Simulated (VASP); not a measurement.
# TaN (P6_3/mmc) in VASP: single point with PBE+U

Aim: the single point of TaN with PBE+U.

Everything below comes from runs of VASP 6.6.1. Logs are shortened: lines on timing, memory, paths and dates and some standing lists are left out, and cuts for length are marked.

**1. The cell of the first run**

It takes space group P6_3/mmc (No. 194, hexagonal). Conventional cell: a = 3.048 Å, b = 3.048 Å, c = 4.918 Å, α = 90.00°, β = 90.00°, γ = 120.00°. Ta (site symmetry -3m) has 6 N at 2.15 Å and 2 Ta at 2.46 Å within 2.8 Å. Within 2.8 Å of N (site symmetry -6m2) lie 6 Ta at 2.15 Å.

**2. Single point, PBE+U, collinear spin, zero start**

The input, INCAR:

```
SYSTEM = TaN
  PREC = Accurate
  ENCUT = 520
  EDIFF = 1E-6
  ISMEAR = 0
  SIGMA = 0.05
  LREAL = .False.
  LASPH = .True.
  NELM = 150
  ALGO = Normal
  ISIF = 2
  LWAVE = .False.
  LCHARG = .False.
  ISPIN = 2
  MAGMOM = 0 0 0 0 0 0 0 0
  LORBIT = 11
  LMAXMIX = 4
  LDAU = .True.
  LDAUTYPE = 1
  LDAUL = 2 -1
  LDAUU = 2 0
  LDAUJ = 0.9 0
  LDAUPRINT = 1
  GGA = PE
  NBANDS = 46
```

The input, KPOINTS:

```
Automatic mesh
0
Gamma
  7 7 4
  0 0 0
```

The input, POSCAR:

```
TaN
1.0
    3.0480018400      0.0000000000      0.0000000000
   -3.0480018400      5.2792940600      0.0000000000
    0.0000000000      0.0000000000      4.9179997800
Ta N
4 4
Direct
    0.0000000000      0.0000000000      0.0000000000
    0.0000000000      0.0000000000      0.5000000000
    0.0000000000      0.5000000000      0.0000000000
    0.0000000000      0.5000000000      0.5000000000
    0.3333333333      0.3333333334      0.2500000000
    0.6666666667      0.1666666666      0.7500000000
    0.3333333333      0.8333333333      0.2500000000
    0.6666666667      0.6666666666      0.7500000000
```

Potentials or basis: VASP PAW PBE potentials, release 64 (Ta_pv, N).

Run with:

```bash
$ cat potpaw_PBE.64/Ta_pv/POTCAR potpaw_PBE.64/N/POTCAR > POTCAR
$ mpirun -np 1 vasp_std > vasp.out
```

OUTCAR:

```text
SYSTEM = TaN
   PREC = Accurate
   ENCUT = 520
   EDIFF = 1E-6
   ISMEAR = 0
   LREAL = .False.
   LASPH = .True.
   NELM = 150
   ISIF = 2
   ISPIN = 2
   LORBIT = 11
   GGA = PE

 ion  position               nearest neighbor table
   1  0.000  0.000  0.000-   6 2.15   6 2.15   7 2.15   7 2.15   8 2.15   5 2.15   2 2.46   2 2.46
                             3 3.05   3 3.05   3 3.05   3 3.05
   2  0.000  0.000  0.500-   6 2.15   6 2.15   7 2.15   7 2.15   8 2.15   5 2.15   1 2.46   1 2.46
                             4 3.05   4 3.05   4 3.05   4 3.05
   3  0.000  0.500  0.000-   5 2.15   8 2.15   8 2.15   5 2.15   7 2.15   6 2.15   4 2.46   4 2.46
                             1 3.05   1 3.05   1 3.05   1 3.05
   4  0.000  0.500  0.500-   5 2.15   8 2.15   8 2.15   5 2.15   7 2.15   6 2.15   3 2.46   3 2.46
                             2 3.05   2 3.05   2 3.05   2 3.05
   5  0.333  0.333  0.250-   3 2.15   4 2.15   3 2.15   4 2.15   1 2.15   2 2.15
   6  0.667  0.167  0.750-   1 2.15   2 2.15   1 2.15   2 2.15   3 2.15   4 2.15
   7  0.333  0.833  0.250-   1 2.15   2 2.15   1 2.15   2 2.15   3 2.15   4 2.15
   8  0.667  0.667  0.750-   3 2.15   4 2.15   3 2.15   4 2.15   1 2.15   2 2.15

  LATTYP: Found a simple orthorhombic cell.
 ALAT       =     3.0480018400
 B/A-ratio  =     1.6135160142
 C/A-ratio  =     1.7320508114

  Lattice vectors:

 A1 = (  -3.0480018400,   0.0000000000,   0.0000000000)
 A2 = (   0.0000000000,   0.0000000000,   4.9179997800)
 A3 = (   0.0000000000,   5.2792940600,   0.0000000000)

Analysis of symmetry for initial positions (statically):
=====================================================================
 Subroutine PRICEL returns following result:

  LATTYP: Found a hexagonal cell.
 ALAT       =     3.0480018400
 C/A-ratio  =     1.6135160142
[... 12 lines left out ...]
 Subroutine GETGRP returns: Found  8 space group operations
 (whereof  4 operations were pure point group operations)
 out of a pool of  8 trial point group operations.

The static configuration has the point symmetry C_2h.
 The point group associated with its full space group is D_2h.

Analysis of symmetry for dynamics (positions and initial velocities):
=====================================================================
 Subroutine PRICEL returns following result:

  LATTYP: Found a hexagonal cell.
[... 322 lines left out ...]
  o =  0.3662  v =  0.0000  0.0000  0.0000  0.0000  0.0000  0.0000  0.0012  1.0000  0.0000 -0.0039      0.0000  0.0000  0.0000  0.0000  0.0000  0.0000  0.0000  0.0000  0.0000  0.0000
  o =  0.3662  v =  0.0000  0.0012  1.0000  0.0000 -0.0039  0.0000  0.0000  0.0000  0.0000  0.0000      0.0000  0.0000  0.0000  0.0000  0.0000  0.0000  0.0000  0.0000  0.0000  0.0000

 number of electron      64.0000004 magnetization       0.0000519

 Free energy of the ion-electron system (eV)
  ---------------------------------------------------
  ext. energy  EPLUGINS =         0.00000000
  ---------------------------------------------------
  free energy    TOTEN  =       -78.09565390 eV

  energy without entropy =      -78.08889780  energy(sigma->0) =      -78.09227585

 E-fermi :  10.0378     XC(G=0): -13.7512

 val. band max:       10.0235200673   @ k =  -0.4286   0.2857   0.2500
 cond. band min:      10.0495466232   @ k =   0.1429   0.2857   0.0000
 fundamental gap:      0.0260265559
 Fermi energy:        10.0377828945

 spin component 1

 k-point     1 :       0.0000    0.0000    0.0000
  band No.  band energies     occupation
      1     -27.3898      1.00000
      2     -27.1592      1.00000
      3     -26.3957      1.00000
      4     -25.8270      1.00000
      5     -25.6937      1.00000
      6     -25.4951      1.00000
[... 2249 lines left out ...]
     43      15.4155      0.00000
     44      15.7859      0.00000

 [... further k-points ...]

 [bands above 44 left out]

------------------------ aborting loop because EDIFF is reached ----------------------------------------

  FORCE on cell =-STRESS in cart. coord.  units (eV):
  Direction    XX          YY          ZZ          XY          YZ          ZX
  --------------------------------------------------------------------------------------
  -------------------------------------------------------------------------------------
  Total       16.6425987     17.0757843     62.4121981      0.0000000      0.0000000      0.0000000
  in kB      336.9396667    345.7097755   1263.5734089      0.0000000      0.0000000      0.0000000
  external PRESSURE =     648.7409503 kB  Pullay stress =       0.0000000 kB

 VOLUME and BASIS-vectors are now :
 -----------------------------------------------------------------------------
  energy-cutoff  :      520.00
  volume of cell :       79.14
      direct lattice vectors                 reciprocal lattice vectors
     3.048001840  0.000000000  0.000000000     0.328083791  0.189419265  0.000000000
    -3.048001840  5.279294060  0.000000000     0.000000000  0.189419265  0.000000000
     0.000000000  0.000000000  4.917999780     0.000000000  0.000000000  0.203334698

 POSITION                                       TOTAL-FORCE (eV/Angst)
 -----------------------------------------------------------------------------------
      0.00000      0.00000      0.00000         0.000000      0.000000      0.000000
      0.00000      0.00000      2.45900        -0.000000      0.000000      0.000000
     -1.52400      2.63965      0.00000         0.000000      0.000000      0.000000
     -1.52400      2.63965      2.45900         0.000000      0.000000      0.000000
     -0.00000      1.75976      1.22950        -0.000000     -0.025537     -0.000000
      1.52400      0.87988      3.68850         0.000000      0.025537      0.000000
     -1.52400      4.39941      1.22950        -0.000000     -0.025537     -0.000000
      0.00000      3.51953      3.68850         0.000000      0.025537     -0.000000
 -----------------------------------------------------------------------------------
    total drift:                               -0.000000      0.000000      0.000000

  FREE ENERGIE OF THE ION-ELECTRON SYSTEM (eV)
  ---------------------------------------------------
  free  energy   TOTEN  =       -78.0956538960 eV

  energy  without entropy=      -78.0888977994  energy(sigma->0) =      -78.09227585

 total charge

# of ion       s       p       d       tot
------------------------------------------
    1        0.333   6.300   2.691   9.324
    2        0.333   6.300   2.691   9.324
    3        0.333   6.300   2.691   9.324
    4        0.333   6.300   2.691   9.324
    5        1.239   2.593   0.000   3.832
    6        1.239   2.593   0.000   3.832
    7        1.239   2.593   0.000   3.832
    8        1.239   2.593   0.000   3.832
--------------------------------------------------
tot          6.289  35.571  10.764  52.624

 magnetization (x)

# of ion       s       p       d       tot
------------------------------------------
    1        0.000   0.000   0.000   0.000
    2        0.000   0.000   0.000   0.000
    3        0.000   0.000   0.000   0.000
    4        0.000   0.000   0.000   0.000
    5       -0.000   0.000   0.000   0.000
    6       -0.000   0.000   0.000   0.000
    7       -0.000   0.000   0.000   0.000
    8       -0.000   0.000   0.000   0.000
--------------------------------------------------
tot          0.000   0.000   0.000   0.000
```

OSZICAR:

```text
N       E                     dE             d eps       ncg     rms          rms(c)
DAV:   1     0.654212561040E+03    0.65421E+03   -0.33976E+04  8832   0.150E+03
DAV:   2    -0.410347258454E+02   -0.69525E+03   -0.66133E+03  9690   0.463E+02
DAV:   3    -0.883570771551E+02   -0.47322E+02   -0.45856E+02 10662   0.116E+02
DAV:   4    -0.893721416594E+02   -0.10151E+01   -0.10013E+01 10970   0.162E+01
DAV:   5    -0.893918576578E+02   -0.19716E-01   -0.19672E-01 10954   0.182E+00    0.584E+01
DAV:   6    -0.784404532739E+02    0.10951E+02   -0.45445E+01 10630   0.329E+01    0.265E+01
DAV:   7    -0.781801195990E+02    0.26033E+00   -0.21618E+00 10404   0.757E+00    0.151E+01
DAV:   8    -0.781105359001E+02    0.69584E-01   -0.24120E-01 10628   0.264E+00    0.161E+00
DAV:   9    -0.780961034033E+02    0.14432E-01   -0.44868E-02 10640   0.934E-01    0.474E-01
DAV:  10    -0.780957661885E+02    0.33721E-03   -0.42554E-03 10940   0.398E-01    0.104E-01
DAV:  11    -0.780956628754E+02    0.10331E-03   -0.27036E-04 10670   0.893E-02    0.412E-02
DAV:  12    -0.780956534546E+02    0.94208E-05   -0.48493E-05 11026   0.295E-02    0.152E-02
DAV:  13    -0.780956538960E+02   -0.44142E-06   -0.74353E-06 10592   0.167E-02
   1 F= -.78095654E+02 E0= -.78092276E+02  d E =-.675610E-02  mag=     0.0001
```

It took 6.7 min on 1 thread of AMD EPYC 9R14 (Zen 4), shared host; peak memory 0.36 GiB.

Results:

```
Free energy                                           : -78.0957 eV
Pressure                                              : 64.9 GPa
Largest force                                         : 0.026 eV/Å
Band gap on the k mesh                                : zero (filled and empty bands overlap)
Net moment                                            : 0.00 μB per cell
Valence electrons inside the program's atomic spheres : Ta 9.32; N 3.83
```

Forces in eV/Å, atoms in the order of the input:
```
Ta   0.000  0.000  0.000
Ta   0.000  0.000  0.000
Ta   0.000  0.000  0.000
Ta   0.000  0.000  0.000
N    0.000 -0.026  0.000
N    0.000  0.026  0.000
N    0.000 -0.026  0.000
N    0.000  0.026  0.000
```

Eigenvalues of the final occupation matrices:
| site | spin | trace | eigenvalues |
| --- | --- | --- | --- |
| site 1 d | 1 | 1.38 | 0.23 0.24 0.27 0.27 0.37 |
| site 1 d | 2 | 1.38 | 0.23 0.24 0.27 0.27 0.37 |
| site 2 d | 1 | 1.38 | 0.23 0.24 0.27 0.27 0.37 |
| site 2 d | 2 | 1.38 | 0.23 0.24 0.27 0.27 0.37 |
| site 3 d | 1 | 1.38 | 0.23 0.24 0.27 0.27 0.37 |
| site 3 d | 2 | 1.38 | 0.23 0.24 0.27 0.27 0.37 |
| site 4 d | 1 | 1.38 | 0.23 0.24 0.27 0.27 0.37 |
| site 4 d | 2 | 1.38 | 0.23 0.24 0.27 0.27 0.37 |

Caveat: the stress differs along the axes, from 34 to 126 GPa; spin-orbit coupling is left out, which moves the levels of the heavy elements.

The gap in the log of VASP goes by the Fermi energy; the results here count the filled bands.